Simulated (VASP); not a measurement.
# Lu (P6_3/mmc) in VASP: notebook

Runs on Lu. Level: PBE. Tasks: electric field gradients.

Everything below comes from runs of VASP 6.6.1. Logs are shortened: lines on timing, memory, paths and dates and some standing lists are left out, and cuts for length are marked.

## Step 1: The cell of the first run

The structure is hexagonal, space group P6_3/mmc (No. 194). The conventional cell has a = 3.457 Å, b = 3.457 Å, c = 5.391 Å, α = 90.00°, β = 90.00°, γ = 120.00°. Lu (site symmetry -6m2) has 12 Lu at 3.35 to 3.46 Å within 4.4 Å.

## Step 2: Electric field gradients, PBE (27.90 Å³/atom)

INCAR

```
PREC = Accurate
ENCUT = 520
EDIFF = 1E-8
ISMEAR = -1
SIGMA = 0.05
LREAL = F
LASPH = T
NELM = 100
ALGO = Normal
ISIF = 2
LWAVE = F
LCHARG = F
GGA = PE
LEFG = T
NBANDS = 32
```

KPOINTS

```
regular mesh
0
Gamma
  12 12 6
```

POSCAR

```
Lu
1.0
    3.4571247502      0.0000000000      0.0000000000
   -1.7285623751      2.9939578577      0.0000000000
    0.0000000000      0.0000000000      5.3909921086
Lu
2
Direct
    0.3333333333      0.6666666667      0.2500000000
    0.6666666667      0.3333333333      0.7500000000
```

Potentials or basis: VASP PAW PBE potentials, release 64 (Lu).

The run is started by

```sh
> cat potpaw_PBE.64/Lu/POTCAR > POTCAR
> mpirun -np 1 vasp_std > vasp.out
```

OUTCAR:

```text
PREC = Accurate
   ENCUT = 520
   EDIFF = 1E-8
   ISMEAR = -1
   LREAL = F
   LASPH = T
   NELM = 100
   ISIF = 2
   GGA = PE

 ion  position               nearest neighbor table
   1  0.333  0.667  0.250-   2 3.35   2 3.35   2 3.35   2 3.35   2 3.35   2 3.35
   2  0.667  0.333  0.750-   1 3.35   1 3.35   1 3.35   1 3.35   1 3.35   1 3.35

  LATTYP: Found a hexagonal cell.
 ALAT       =     3.4571247502
 C/A-ratio  =     1.5593860500

  Lattice vectors:

 A1 = (   3.4571247502,   0.0000000000,   0.0000000000)
 A2 = (  -1.7285623751,   2.9939578577,   0.0000000000)
 A3 = (   0.0000000000,   0.0000000000,   5.3909921086)

Analysis of symmetry for initial positions (statically):
=====================================================================
 Subroutine PRICEL returns:
 Original cell was already a primitive cell.

 Routine SETGRP: Setting up the symmetry group for a
 hexagonal supercell.

 Subroutine GETGRP returns: Found 24 space group operations
 (whereof 12 operations were pure point group operations)
 out of a pool of 24 trial point group operations.

The static configuration has the point symmetry D_3d.
 The point group associated with its full space group is D_6h.

Analysis of symmetry for dynamics (positions and initial velocities):
=====================================================================
 Subroutine PRICEL returns:
 Original cell was already a primitive cell.

 Routine SETGRP: Setting up the symmetry group for a
 hexagonal supercell.

 Subroutine GETGRP returns: Found 24 space group operations
 (whereof 12 operations were pure point group operations)
 out of a pool of 24 trial point group operations.

The dynamic configuration has the point symmetry D_3d.
 The point group associated with its full space group is D_6h.

 Subroutine INISYM returns: Found 24 space group operations
 (whereof 12 operations are pure point group operations),
 and found     1 'primitive' translations

----------------------------------------------------------------------------------------

                                     Primitive cell
[... 122 lines left out ...]
 non-spin polarized calculation
  energy-cutoff  :      520.00
  volume of cell :       55.80
 maximum number of plane-waves:      1524
 NGX is ok and might be reduce to    28
   NGX = 13   NGY = 13   NGZ = 21

 number of electron      50.0000030 magnetization

 Free energy of the ion-electron system (eV)
  ---------------------------------------------------
  ext. energy  EPLUGINS =         0.00000000
  ---------------------------------------------------
  free energy    TOTEN  =        -9.03807756 eV

  energy without entropy =       -9.01285620  energy(sigma->0) =       -9.02546688

 E-fermi :   2.3872     XC(G=0): -10.8703

 val. band max:        2.3584427249   @ k =   0.3333   0.2500   0.3333
 cond. band min:       2.3969916712   @ k =   0.3333   0.0833   0.1667
 fundamental gap:      0.0385489463
 Fermi energy:         2.3872176295

 k-point     1 :       0.0000    0.0000    0.0000
  band No.  band energies     occupation
      1     -53.7038      2.00000
      2     -53.6598      2.00000
      3     -24.7050      2.00000
      4     -24.2083      2.00000
      5     -24.2083      2.00000
      6     -24.1103      2.00000
[... 829 lines left out ...]
     31       7.2603      0.00000
     32       7.5468      0.00000

 [... further k-points ...]

------------------------ aborting loop because EDIFF is reached ----------------------------------------

  FORCE on cell =-STRESS in cart. coord.  units (eV):
  Direction    XX          YY          ZZ          XY          YZ          ZX
  --------------------------------------------------------------------------------------
  -------------------------------------------------------------------------------------
  Total        0.7943113      0.7943113      0.7494601      0.0000000      0.0000000      0.0000000
  in kB       22.8071946     22.8071946     21.5193759      0.0000000      0.0000000      0.0000000
  external PRESSURE =      22.3779217 kB  Pullay stress =       0.0000000 kB

 VOLUME and BASIS-vectors are now :
 -----------------------------------------------------------------------------
  energy-cutoff  :      520.00
  volume of cell :       55.80
      direct lattice vectors                 reciprocal lattice vectors
     3.457124750  0.000000000  0.000000000     0.289257713  0.167003019  0.000000000
    -1.728562375  2.993957858  0.000000000     0.000000000  0.334006037  0.000000000
     0.000000000  0.000000000  5.390992109     0.000000000  0.000000000  0.185494614

 POSITION                                       TOTAL-FORCE (eV/Angst)
 -----------------------------------------------------------------------------------
     -0.00000      1.99597      1.34775        -0.000000      0.000000      0.000000
      1.72856      0.99799      4.04324         0.000000     -0.000000      0.000000
 -----------------------------------------------------------------------------------
    total drift:                                0.000000     -0.000000      0.000000

  FREE ENERGIE OF THE ION-ELECTRON SYSTEM (eV)
  ---------------------------------------------------
  free  energy   TOTEN  =        -9.0380775594 eV

  energy  without entropy=       -9.0128562036  energy(sigma->0) =       -9.02546688

 Electric field gradients (V/A^2)
---------------------------------------------------------------------
 ion       V_xx      V_yy      V_zz      V_xy      V_xz      V_yz
---------------------------------------------------------------------
   1     -41.783   -41.786    83.569    -0.002    -0.000     0.000
   2     -41.783   -41.786    83.569    -0.002     0.000    -0.000
---------------------------------------------------------------------

 Electric field gradients after diagonalization (V/A^2)
 (convention: |V_zz| > |V_xx| > |V_yy|)
----------------------------------------------------------------------
 ion       V_xx      V_yy      V_zz     asymmetry (V_yy - V_xx)/ V_zz
----------------------------------------------------------------------
   1     -41.787   -41.782    83.569       0.000
   2     -41.787   -41.782    83.569       0.000
----------------------------------------------------------------------

           NMR quadrupolar parameters

 Cq : quadrupolar parameter    Cq=e*Q*V_zz/h
 eta: asymmetry parameters     (V_yy - V_xx)/ V_zz
 Q  : nuclear electric quadrupole moment in mb (millibarn)
----------------------------------------------------------------------
 ion       Cq(MHz)       eta       Q (mb)
----------------------------------------------------------------------
   1       0.202       0.000       1.000
   2       0.202       0.000       1.000
----------------------------------------------------------------------
```

It took 3.1 min on 1 thread of Intel Xeon 8259CL, shared host; peak memory 0.26 GiB.

What came out:

| Item | Value |
| --- | --- |
| Free energy | -9.0381 eV |
| Pressure | 2.2 GPa |
| Band gap on the k mesh | zero (bands 25 and 26 overlap by 1.89 eV) |
| Largest electric field gradient by atom | Lu +83.6 V/Å² |

Levels at points of the mesh, in eV from the Fermi level:
```csv
k point,band 23,band 24,band 25,band 26,band 27,band 28
"(0.00, 0.00, 0.00)",-4.77,-2.46,0.82,2.23,2.23,2.70
"(0.50, 0.00, 0.00)",-2.37,-1.45,-0.90,-0.32,1.70,1.88
"(0.00, 0.00, 0.50)",-4.39,-4.39,1.25,1.25,2.13,2.13
"(0.50, 0.00, 0.50)",-2.16,-2.16,0.12,0.12,1.47,1.47
```

Electric field gradients, principal values (V/Å²):
```
atom    least   middle  greatest (by size)
1 Lu  -41.782  -41.787              83.569
2 Lu  -41.782  -41.787              83.569
```

Caveat: without QUAD_EFG the Cq values of the log hold for a quadrupole moment of 1 mb, not for the nuclei; spin-orbit coupling is left out, which moves the levels of the heavy elements.

## Step 3: Electric field gradients, PBE (28.48 Å³/atom)

This run uses another cell than the first one, of 28.48 Å³/atom.

INCAR is that of step 2.

KPOINTS is that of step 2.

POSCAR

```
Lu
1.0
    3.4809677433      0.0000000000      0.0000000000
   -1.7404838717      3.0146064955      0.0000000000
    0.0000000000      0.0000000000      5.4281725394
Lu
2
Direct
    0.3333333333      0.6666666667      0.2500000000
    0.6666666667      0.3333333333      0.7500000000
```

Potentials or basis: VASP PAW PBE potentials, release 64 (Lu).

The run is started by

```sh
> cat potpaw_PBE.64/Lu/POTCAR > POTCAR
> mpirun -np 1 vasp_std > vasp.out
```

OUTCAR:

```text
PREC = Accurate
   ENCUT = 520
   EDIFF = 1E-8
   ISMEAR = -1
   LREAL = F
   LASPH = T
   NELM = 100
   ISIF = 2
   GGA = PE

 ion  position               nearest neighbor table
   1  0.333  0.667  0.250-   2 3.38   2 3.38   2 3.38   2 3.38   2 3.38   2 3.38
   2  0.667  0.333  0.750-   1 3.38   1 3.38   1 3.38   1 3.38   1 3.38   1 3.38

  LATTYP: Found a hexagonal cell.
 ALAT       =     3.4809677433
 C/A-ratio  =     1.5593860500

  Lattice vectors:

 A1 = (   3.4809677433,   0.0000000000,   0.0000000000)
 A2 = (  -1.7404838717,   3.0146064955,   0.0000000000)
 A3 = (   0.0000000000,   0.0000000000,   5.4281725394)

Analysis of symmetry for initial positions (statically):
=====================================================================
 Subroutine PRICEL returns:
 Original cell was already a primitive cell.

 Routine SETGRP: Setting up the symmetry group for a
 hexagonal supercell.

 Subroutine GETGRP returns: Found 24 space group operations
 (whereof 12 operations were pure point group operations)
 out of a pool of 24 trial point group operations.

The static configuration has the point symmetry D_3d.
 The point group associated with its full space group is D_6h.

Analysis of symmetry for dynamics (positions and initial velocities):
=====================================================================
 Subroutine PRICEL returns:
 Original cell was already a primitive cell.

 Routine SETGRP: Setting up the symmetry group for a
 hexagonal supercell.

 Subroutine GETGRP returns: Found 24 space group operations
 (whereof 12 operations were pure point group operations)
 out of a pool of 24 trial point group operations.

The dynamic configuration has the point symmetry D_3d.
 The point group associated with its full space group is D_6h.

 Subroutine INISYM returns: Found 24 space group operations
 (whereof 12 operations are pure point group operations),
 and found     1 'primitive' translations

----------------------------------------------------------------------------------------

                                     Primitive cell

  volume of cell :      56.9619

  direct lattice vectors                    reciprocal lattice vectors
     3.480967743  0.000000000  0.000000000     0.287276434  0.165859126  0.000000000
    -1.740483872  3.014606495  0.000000000     0.000000000  0.331718253  0.000000000
     0.000000000  0.000000000  5.428172539     0.000000000  0.000000000  0.184224063

  length of vectors
     3.480967743  3.480967743  5.428172539     0.331718253  0.331718253  0.184224063

  position of ions in fractional coordinates (direct lattice)
     0.333333333  0.666666667  0.250000000
     0.666666667  0.333333333  0.750000000

  ion indices of the primitive-cell ions
   primitive index   ion index
                 1           1
                 2           2

----------------------------------------------------------------------------------------
[... 74 lines left out ...]
   IBRION =     -1    ionic relax: 0-MD 1-quasi-New 2-CG
   NFREE  =      0    steps in history (QN), initial steepest desc. (CG)
   ISIF   =      2    stress and relaxation
   ISYM   =      2    0-nonsym 1-usesym 2-fastsym
   POTIM  = 0.5000    time-step for ionic-motion
   TEBEG  =    0.0;   TEEND  =   0.0 temperature during run
   PSTRESS=    0.0 pullay stress
   NELECT =      50.0000    total number of electrons
   NUPDOWN=      -1.0000    fix difference up-down
   EMIN   =  10.00;   EMAX   =-10.00  energy-range for DOS
   EFERMI =   0.00;   METHOD = LEGACY
   ISMEAR =    -1;   SIGMA  =   0.05  broadening in eV -4-tet -1-fermi 0-gaus
   EFERMI_NEDOS =   21; number of points for ismear=-14 and -15
   IALGO  =     38    algorithm
   IMIX   =      4    mixing-type and parameters
     AMIX     =   0.40;   BMIX     =  1.00
     AMIX_MAG =   1.60;   BMIX_MAG =  1.00
  volume/ion in A,a.u.               =      28.48       192.20
  Fermi-wavevector in a.u.,A,eV,Ry     =   1.567485  2.962117 33.429642  2.457009
  Thomas-Fermi vector in A             =   2.669658
   LORBIT       =      0    0 simple, 1 ext, 2 COOP (PROOUT), +10 PAW based schemes
   GGA     = PE    functional components
   LHFCALC =     F    Hartree Fock is set to
   AEXX    =    0.0000 exact exchange contribution
   IVDW    =     0    specifies the selected vdW correction
   LEPSILON=     F    determine dielectric tensor
   LRPA    =     F    only Hartree local field effects (RPA)
 non-spin polarized calculation
  energy-cutoff  :      520.00
  volume of cell :       56.96
 maximum number of plane-waves:      1558
 NGX is ok and might be reduce to    28
   NGX = 13   NGY = 13   NGZ = 21

 number of electron      50.0000023 magnetization

 Free energy of the ion-electron system (eV)
  ---------------------------------------------------
  ext. energy  EPLUGINS =         0.00000000
  ---------------------------------------------------
  free energy    TOTEN  =        -9.05083392 eV

  energy without entropy =       -9.02452109  energy(sigma->0) =       -9.03767750

 E-fermi :   2.3043     XC(G=0): -10.7704

 val. band max:        2.2783372152   @ k =   0.1667   0.1667   0.3333
 cond. band min:       2.3044454878   @ k =   0.3333   0.0833   0.1667
 fundamental gap:      0.0261082726
 Fermi energy:         2.3043055946

 k-point     1 :       0.0000    0.0000    0.0000
  band No.  band energies     occupation
      1     -53.8307      2.00000
      2     -53.7907      2.00000
      3     -24.8052      2.00000
      4     -24.3423      2.00000
      5     -24.3423      2.00000
      6     -24.2504      2.00000
[... 829 lines left out ...]
     31       7.0939      0.00000
     32       7.3774      0.00000

 [... further k-points ...]

------------------------ aborting loop because EDIFF is reached ----------------------------------------

  FORCE on cell =-STRESS in cart. coord.  units (eV):
  Direction    XX          YY          ZZ          XY          YZ          ZX
  --------------------------------------------------------------------------------------
  -------------------------------------------------------------------------------------
  Total        0.4178974      0.4178974      0.3924080     -0.0000000      0.0000000      0.0000000
  in kB       11.7542800     11.7542800     11.0373337     -0.0000000      0.0000000      0.0000000
  external PRESSURE =      11.5152979 kB  Pullay stress =       0.0000000 kB

 VOLUME and BASIS-vectors are now :
 -----------------------------------------------------------------------------
  energy-cutoff  :      520.00
  volume of cell :       56.96
      direct lattice vectors                 reciprocal lattice vectors
     3.480967743  0.000000000  0.000000000     0.287276434  0.165859126  0.000000000
    -1.740483872  3.014606495  0.000000000     0.000000000  0.331718253  0.000000000
     0.000000000  0.000000000  5.428172539     0.000000000  0.000000000  0.184224063

 POSITION                                       TOTAL-FORCE (eV/Angst)
 -----------------------------------------------------------------------------------
     -0.00000      2.00974      1.35704         0.000000     -0.000000      0.000000
      1.74048      1.00487      4.07113        -0.000000      0.000000      0.000000
 -----------------------------------------------------------------------------------
    total drift:                               -0.000000      0.000000     -0.000000

  FREE ENERGIE OF THE ION-ELECTRON SYSTEM (eV)
  ---------------------------------------------------
  free  energy   TOTEN  =        -9.0508339151 eV

  energy  without entropy=       -9.0245210892  energy(sigma->0) =       -9.03767750

 Electric field gradients (V/A^2)
---------------------------------------------------------------------
 ion       V_xx      V_yy      V_zz      V_xy      V_xz      V_yz
---------------------------------------------------------------------
   1     -39.549   -39.551    79.100    -0.001     0.000    -0.000
   2     -39.549   -39.551    79.100    -0.001    -0.000     0.000
---------------------------------------------------------------------

 Electric field gradients after diagonalization (V/A^2)
 (convention: |V_zz| > |V_xx| > |V_yy|)
----------------------------------------------------------------------
 ion       V_xx      V_yy      V_zz     asymmetry (V_yy - V_xx)/ V_zz
----------------------------------------------------------------------
   1     -39.551   -39.548    79.100       0.000
   2     -39.551   -39.548    79.100       0.000
----------------------------------------------------------------------

           NMR quadrupolar parameters

 Cq : quadrupolar parameter    Cq=e*Q*V_zz/h
 eta: asymmetry parameters     (V_yy - V_xx)/ V_zz
 Q  : nuclear electric quadrupole moment in mb (millibarn)
----------------------------------------------------------------------
 ion       Cq(MHz)       eta       Q (mb)
----------------------------------------------------------------------
   1       0.191       0.000       1.000
   2       0.191       0.000       1.000
----------------------------------------------------------------------
```

Wall time 3.3 min (1 thread of Intel Xeon 8259CL, shared host); peak memory 0.26 GiB.

Results:

```
Free energy                             : -9.0508 eV
Pressure                                : 1.2 GPa
Band gap on the k mesh                  : zero (bands 25 and 26 overlap by 1.88 eV)
Largest electric field gradient by atom : Lu +79.1 V/Å²
```

Electric field gradients, principal values (V/Å²):
| atom | least | middle | greatest (by size) |
| --- | --- | --- | --- |
| 1 Lu | -39.548 | -39.551 | 79.100 |
| 2 Lu | -39.548 | -39.551 | 79.100 |

Caveat: without QUAD_EFG the Cq values of the log hold for a quadrupole moment of 1 mb, not for the nuclei; spin-orbit coupling is left out, which moves the levels of the heavy elements.

(Part 1 of 4 ends here.)
